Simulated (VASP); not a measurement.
Here is a VASP 6.6.1 calculation.

Contents of INCAR:

```
SYSTEM = Mg
  PREC = Accurate
  ENCUT = 520
  EDIFF = 1E-7
  ISMEAR = 0
  SIGMA = 0.1
  LREAL = .FALSE.
  LASPH = .TRUE.
  NELM = 80
  ALGO = Normal
  ISIF = 2
  LWAVE = .FALSE.
  LCHARG = .FALSE.
  GGA = PE
  NBANDS = 9
```

File KPOINTS:

```
Automatic mesh
0
G
  15 15 8
  0 0 0
```

Contents of POSCAR:

```
Mg
1.0
    3.3136848884      0.0000000000      0.0000000000
   -1.6568424442      2.8697352935      0.0000000000
    0.0000000000      0.0000000000      5.3037849842
Mg
2
Direct
    0.3333333333      0.6666666667      0.2500000000
    0.6666666667      0.3333333333      0.7500000000
```

Potentials or basis: VASP PAW PBE potentials, release 64 (Mg).

The run is started by

```console
$ cat potpaw_PBE.64/Mg/POTCAR > POTCAR
$ mpirun -np 1 vasp_std > vasp.out
```

(1) Estimate the band gap on the k mesh.

(2) What does it give for the pressure?

Results:

(1) zero (bands 2 and 3 overlap by 2.01 eV).

(2) -2.9 GPa.
